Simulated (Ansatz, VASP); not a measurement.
**Two plane-wave programs on As**

```
As
1.0
     1.88080    1.08588    3.51406
    -1.88080    1.08588    3.51406
     0.00000   -2.17176    3.51406
As
2
Direct
  0.77400 0.77400 0.77400
  0.22600 0.22600 0.22600
```

Alike in both runs: task relaxation of cell and atoms; functional PBE; k mesh 16 × 16 × 16; occupations gaussian, width 0.1 eV; no spin polarisation.

|  | VASP | Ansatz |
| --- | --- | --- |
| version | VASP 6.6.1 | Ansatz 0.2.0 |
| potentials or method | VASP PAW PBE potentials, release 64 (As) | scalar-relativistic, plane waves, PAW |
| plane-wave cutoff (eV) | 600 | 420 |
| valence electrons in the cell | 10 | 30 |

Ansatz gave:

| Property | Result |
| --- | --- |
| gap on the k mesh at the Fermi level, each at its own relaxed structure (eV) | none |
| relaxed volume (Å³/atom) | 22.72 |
| relaxed cell length with the largest relative difference (Å) | 4.234 |

Question: Which values does VASP return?

Answer: gap on the k mesh at the Fermi level, each at its own relaxed structure (eV): none; relaxed volume (Å³/atom): 22.71; relaxed cell length with the largest relative difference (Å): 4.225.

A gap of «none» marks a metal or a gap that the smearing closes. VASP's potentials hold 10 valence electrons a cell and Ansatz's 30, so a difference there can come from the potentials and not from the codes.
